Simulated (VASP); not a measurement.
# In (Im-3m) in VASP: notebook, part 2 of 2

VASP 6.6.1.

## 4. Density of states, PBE

This run uses another cell than the first one, of 27.84 Å³/atom, 2.500 times its volume.

POSCAR reads:

```
In
1.0
   -1.9093806283      1.9093806283      1.9093806283
    1.9093806283     -1.9093806283      1.9093806283
    1.9093806283      1.9093806283     -1.9093806283
In
1
Direct
    0.0000000000      0.0000000000      0.0000000000
```

INCAR.step1 reads:

```
SYSTEM = In
PREC     = Accurate       ! precision mode
ENCUT    = 520            ! plane-wave cutoff, eV
EDIFF    = 1E-6           ! SCF threshold, eV
ISMEAR   = -1             ! smearing method
SIGMA    = 0.1            ! smearing width, eV
LREAL    = .False.        ! projectors in reciprocal space
LASPH    = .True.         ! aspherical terms in the spheres
NELM     = 80             ! most SCF steps
ALGO     = Normal         ! electronic algorithm
ISIF     = 2              ! what is computed and relaxed
LWAVE    = .False.        ! write WAVECAR
LCHARG   = .True.         ! write CHGCAR
GGA      = PE             ! functional
NBANDS   = 12             ! bands
```

KPOINTS.step1 reads:

```
Automatic mesh
0
Gamma
  16 16 16
  0 0 0
```

INCAR.step2 reads:

```
SYSTEM = In
PREC     = Accurate       ! precision mode
ENCUT    = 520            ! plane-wave cutoff, eV
EDIFF    = 1E-6           ! SCF threshold, eV
ISMEAR   = -5             ! smearing method
SIGMA    = 0.1            ! smearing width, eV
LREAL    = .False.        ! projectors in reciprocal space
LASPH    = .True.         ! aspherical terms in the spheres
NELM     = 80             ! most SCF steps
ALGO     = Normal         ! electronic algorithm
ISIF     = 2              ! what is computed and relaxed
LWAVE    = .False.        ! write WAVECAR
LCHARG   = .False.        ! write CHGCAR
GGA      = PE             ! functional
LORBIT   = 11             ! projections on sites
NBANDS   = 12             ! bands
NEDOS    = 2001           ! points of the DOS
ICHARG   = 11             ! starting density
```

KPOINTS.step2 reads:

```
Automatic mesh
0
Gamma
  24 24 24
  0 0 0
```

Potentials or basis: VASP PAW PBE potentials, release 64 (In_d).

Command:

```sh
cat potpaw_PBE.64/In_d/POTCAR > POTCAR
cp INCAR.step1 INCAR
cp KPOINTS.step1 KPOINTS
mpirun -np 1 vasp_std > vasp.out
cp INCAR.step2 INCAR
cp KPOINTS.step2 KPOINTS
mpirun -np 1 vasp_std > vasp.out
```

OUTCAR:

```text
SYSTEM = In
   PREC = Accurate
   ENCUT = 520
   EDIFF = 1E-6
   ISMEAR = -5
   LREAL = .False.
   LASPH = .True.
   NELM = 80
   ISIF = 2
   GGA = PE
   LORBIT = 11
   ICHARG = 11

 ion  position               nearest neighbor table
   1  0.000  0.000  0.000-

  LATTYP: Found a body centered cubic cell.
 ALAT       =     3.8187612566

  Lattice vectors:

 A1 = (  -1.9093806283,   1.9093806283,   1.9093806283)
 A2 = (   1.9093806283,  -1.9093806283,   1.9093806283)
 A3 = (   1.9093806283,   1.9093806283,  -1.9093806283)

Analysis of symmetry for initial positions (statically):
=====================================================================
 Subroutine PRICEL returns:
 Original cell was already a primitive cell.

 Routine SETGRP: Setting up the symmetry group for a
 body centered cubic supercell.

 Subroutine GETGRP returns: Found 48 space group operations
 (whereof 48 operations were pure point group operations)
 out of a pool of 48 trial point group operations.

The static configuration has the point symmetry O_h .

Analysis of symmetry for dynamics (positions and initial velocities):
=====================================================================
 Subroutine PRICEL returns:
 Original cell was already a primitive cell.

 Routine SETGRP: Setting up the symmetry group for a
 body centered cubic supercell.

 Subroutine GETGRP returns: Found 48 space group operations
 (whereof 48 operations were pure point group operations)
 out of a pool of 48 trial point group operations.

The dynamic configuration has the point symmetry O_h .

 Subroutine INISYM returns: Found 48 space group operations
 (whereof 48 operations are pure point group operations),
 and found     1 'primitive' translations

----------------------------------------------------------------------------------------

                                     Primitive cell

  volume of cell :      27.8444

  direct lattice vectors                    reciprocal lattice vectors
    -1.909380628  1.909380628  1.909380628     0.000000000  0.261865022  0.261865022
     1.909380628 -1.909380628  1.909380628     0.261865022  0.000000000  0.261865022
     1.909380628  1.909380628 -1.909380628     0.261865022  0.261865022  0.000000000

  length of vectors
     3.307144259  3.307144259  3.307144259     0.370333065  0.370333065  0.370333065

  position of ions in fractional coordinates (direct lattice)
     0.000000000  0.000000000  0.000000000

  ion indices of the primitive-cell ions
   primitive index   ion index
                 1           1

----------------------------------------------------------------------------------------

 KPOINTS: Automatic mesh

Automatic generation of k-mesh.
 Grid dimensions read from file:
 generate k-points for:   24   24   24

 Generating k-lattice:

  Cartesian coordinates                     Fractional coordinates (reciprocal lattice)
     0.000000000  0.010911043  0.010911043     0.041666667  0.000000000  0.000000000
[... 41 lines left out ...]
  0.458333  0.041667  0.000000     48.000000
 [... further k-points ...]
   k-points           NKPTS =    413   k-points in BZ     NKDIM =    413   number of bands    NBANDS=     12
   number of dos      NEDOS =   2001   number of ions     NIONS =      1
   total plane-waves  NPLWV =  21952
   dimension x,y,z NGX =    28 NGY =   28 NGZ =   28
   dimension x,y,z NGXF=    56 NGYF=   56 NGZF=   56
   ions per type =               1
   NGX,Y,Z   is equivalent  to a cutoff of  14.08, 14.08, 14.08 a.u.
   NGXF,Y,Z  is equivalent  to a cutoff of  28.15, 28.15, 28.15 a.u.
 SYSTEM =  In
   PREC   = accura    normal or accurate (medium, high low for compatibility)
   ISTART =      0    job   : 0-new  1-cont  2-samecut
   ICHARG =     11    charge: 1-file 2-atom 10-const
   ISPIN  =      1    spin polarized calculation?
   LNONCOLLINEAR =      F non collinear calculations
   LSORBIT =      F    spin-orbit coupling
   LASPH  =      T    aspherical Exc in radial PAW
   ENCUT  =  520.0 eV  38.22 Ry    6.18 a.u.   6.15  6.15  6.15*2*pi/ulx,y,z
   NELM   =     80;   NELMIN=  2; NELMDL=  0     # of ELM steps
   EDIFF  = 0.1E-05   stopping-criterion for ELM
   LREAL  =      F    real-space projection
   EDIFFG = 0.1E-04   stopping-criterion for IOM
   NSW    =      0    number of steps for IOM
   IBRION =     -1    ionic relax: 0-MD 1-quasi-New 2-CG
   NFREE  =      0    steps in history (QN), initial steepest desc. (CG)
   ISIF   =      2    stress and relaxation
   ISYM   =      2    0-nonsym 1-usesym 2-fastsym
   POTIM  = 0.5000    time-step for ionic-motion
   TEBEG  =    0.0;   TEEND  =   0.0 temperature during run
   PSTRESS=    0.0 pullay stress
   NELECT =      13.0000    total number of electrons
   NUPDOWN=      -1.0000    fix difference up-down
   EMIN   =  10.00;   EMAX   =-10.00  energy-range for DOS
   EFERMI =   0.00;   METHOD = LEGACY
   ISMEAR =    -5;   SIGMA  =   0.10  broadening in eV -4-tet -1-fermi 0-gaus
   EFERMI_NEDOS =   21; number of points for ismear=-14 and -15
   IALGO  =     38    algorithm
   IMIX   =      4    mixing-type and parameters
     AMIX     =   0.40;   BMIX     =  1.00
     AMIX_MAG =   1.60;   BMIX_MAG =  1.00
  volume/ion in A,a.u.               =      27.84       187.90
  Fermi-wavevector in a.u.,A,eV,Ry     =   1.270019  2.399987 21.945482  1.612947
  Thomas-Fermi vector in A             =   2.403029
   LORBIT       =     11    0 simple, 1 ext, 2 COOP (PROOUT), +10 PAW based schemes
   GGA     = PE    functional components
   LHFCALC =     F    Hartree Fock is set to
   AEXX    =    0.0000 exact exchange contribution
   IVDW    =     0    specifies the selected vdW correction
   LEPSILON=     F    determine dielectric tensor
   LRPA    =     F    only Hartree local field effects (RPA)
 non-spin polarized calculation
 Fermi weights with tetrahedron method with Bloechl corrections
  energy-cutoff  :      520.00
  volume of cell :       27.84
 maximum number of plane-waves:       767
 NGX is ok and might be reduce to    28

 number of electron      13.0000004 magnetization

 Free energy of the ion-electron system (eV)
  ---------------------------------------------------
  ext. energy  EPLUGINS =         0.00000000
  ---------------------------------------------------
  free energy    TOTEN  =        -2.54941689 eV

  energy without entropy =       -2.54941689  energy(sigma->0) =       -2.54941689

 E-fermi :   6.8566     XC(G=0):  -9.9619

 val. band max:        7.0195001064   @ k =   0.2500   0.2500   0.2500
 cond. band min:       6.7384892891   @ k =   0.2917   0.2917   0.0417
 fundamental gap:     -0.2810108173
 Fermi energy:         6.8565735515

 k-point     1 :       0.0000    0.0000    0.0000
  band No.  band energies     occupation
      1      -7.7791      2.00000
      2      -7.7791      2.00000
      3      -7.7791      2.00000
      4      -7.5427      2.00000
      5      -7.5427      2.00000
      6      -2.2834      2.00000
      7      17.2844      0.00000
      8      17.2844      0.00000
      9      17.2844      0.00000
     10      19.6517      0.00000
     11      19.6517      0.00000
     12      19.6517      0.00000
[... 331 lines left out ...]
 k-point    24 :       0.4583    0.0417    0.0000
  band No.  band energies     occupation
      1      -7.8689      2.00000
      2      -7.8000      2.00000
      3      -7.5563      2.00000
      4      -7.5470      2.00000
      5      -7.4005      2.00000
      6       2.7643      2.00000
      7       4.1364      2.00000
      8      12.2521      0.00000
      9      13.7173      0.00000
     10      16.6604      0.00000
     11      17.0823      0.00000
     12      23.1671      0.00000

 [... further k-points ...]

------------------------ aborting loop because EDIFF is reached ----------------------------------------

  FORCE on cell =-STRESS in cart. coord.  units (eV):
  Direction    XX          YY          ZZ          XY          YZ          ZX
  --------------------------------------------------------------------------------------
  -------------------------------------------------------------------------------------
  Total        0.0045102      0.0045102      0.0045102      0.0000000      0.0000000      0.0000000
  in kB        0.2595211      0.2595211      0.2595211      0.0000000      0.0000000      0.0000000
  external PRESSURE =       0.2595211 kB  Pullay stress =       0.0000000 kB

 VOLUME and BASIS-vectors are now :
 -----------------------------------------------------------------------------
  energy-cutoff  :      520.00
  volume of cell :       27.84
      direct lattice vectors                 reciprocal lattice vectors
    -1.909380628  1.909380628  1.909380628     0.000000000  0.261865022  0.261865022
     1.909380628 -1.909380628  1.909380628     0.261865022  0.000000000  0.261865022
     1.909380628  1.909380628 -1.909380628     0.261865022  0.261865022  0.000000000

 POSITION                                       TOTAL-FORCE (eV/Angst)
 -----------------------------------------------------------------------------------
      0.00000      0.00000      0.00000         0.000000      0.000000      0.000000
 -----------------------------------------------------------------------------------
    total drift:                               -0.000000      0.000000      0.000000

  FREE ENERGIE OF THE ION-ELECTRON SYSTEM (eV)
  ---------------------------------------------------
  free  energy   TOTEN  =        -2.5494168907 eV

  energy  without entropy=       -2.5494168907  energy(sigma->0) =       -2.54941689

 total charge

# of ion       s       p       d       tot
------------------------------------------
    1        1.016   0.454   9.845  11.315
```

Run time: 85 s. Hardware: 1 thread of AMD EPYC 9R45 (Zen 5), shared host; peak memory 0.25 GiB.

What came out:

| Property | Result |
| --- | --- |
| Valence electrons inside the program's atomic spheres | In 11.31 |

Levels at points of the mesh, in eV from the Fermi level:
```tsv
k point	band 4	band 5	band 6	band 7	band 8	band 9
(0.00, 0.00, 0.00)	-14.40	-14.40	-9.14	10.43	10.43	10.43
(0.50, 0.00, 0.00)	-14.40	-14.25	-3.94	-2.95	5.62	7.09
(0.50, 0.50, 0.50)	-14.29	-14.29	0.58	1.25	1.25	1.25
```

Caveat: spin-orbit coupling is left out, which moves the levels of the heavy elements; tetrahedron occupations give inexact forces and stress in metals.

## 5. Density of states, PBE

This run uses another cell than the first one, of 27.84 Å³/atom, 2.500 times its volume.

POSCAR is that of step 4.

INCAR.step1 reads:

```
ALGO     = Normal         # electronic algorithm
EDIFF    = 1E-6           # SCF threshold, eV
ENCUT    = 520            # plane-wave cutoff, eV
GGA      = PE             # functional
ISIF     = 2              # what is computed and relaxed
ISMEAR   = -1             # smearing method
LASPH    = T              # aspherical terms in the spheres
LCHARG   = T              # write CHGCAR
LREAL    = F              # projectors in reciprocal space
LWAVE    = F              # write WAVECAR
NBANDS   = 12             # bands
NELM     = 100            # most SCF steps
PREC     = Accurate       # precision mode
SIGMA    = 0.1            # smearing width, eV
```

KPOINTS.step1 reads:

```
k-points
0
Gamma
  16 16 16
```

INCAR.step2 reads:

```
ALGO     = Normal         # electronic algorithm
EDIFF    = 1E-6           # SCF threshold, eV
ENCUT    = 520            # plane-wave cutoff, eV
GGA      = PE             # functional
ICHARG   = 11             # starting density
ISIF     = 2              # what is computed and relaxed
ISMEAR   = -5             # smearing method
LASPH    = T              # aspherical terms in the spheres
LCHARG   = F              # write CHGCAR
LORBIT   = 11             # projections on sites
LREAL    = F              # projectors in reciprocal space
LWAVE    = F              # write WAVECAR
NEDOS    = 1001           # points of the DOS
NELM     = 100            # most SCF steps
PREC     = Accurate       # precision mode
SIGMA    = 0.1            # smearing width, eV
```

KPOINTS.step2 reads:

```
k-points
0
Gamma
  24 24 24
```

Command:

```sh
cat potpaw_PBE.64/In_d/POTCAR > POTCAR
cp INCAR.step1 INCAR
cp KPOINTS.step1 KPOINTS
mpirun -np 1 vasp_std > vasp.out
cp INCAR.step2 INCAR
cp KPOINTS.step2 KPOINTS
mpirun -np 1 vasp_std > vasp.out
```

Run time: 72 s. Hardware: 1 thread of AMD EPYC 9R45 (Zen 5), shared host; peak memory 0.22 GiB.

Results (log left out):

```
Valence electrons inside the program's atomic spheres : In 11.31
```

Levels at points of the mesh, in eV from the Fermi level:
```tsv
k point	band 4	band 5	band 6	band 7	band 8	band 9
(0.00, 0.00, 0.00)	-14.40	-14.40	-9.14	10.43	10.43	10.43
(0.50, 0.00, 0.00)	-14.40	-14.25	-3.94	-2.95	5.62	7.09
(0.50, 0.50, 0.50)	-14.29	-14.29	0.58	1.25	1.25	1.25
```

Caveat: spin-orbit coupling is left out, which moves the levels of the heavy elements; tetrahedron occupations give inexact forces and stress in metals.
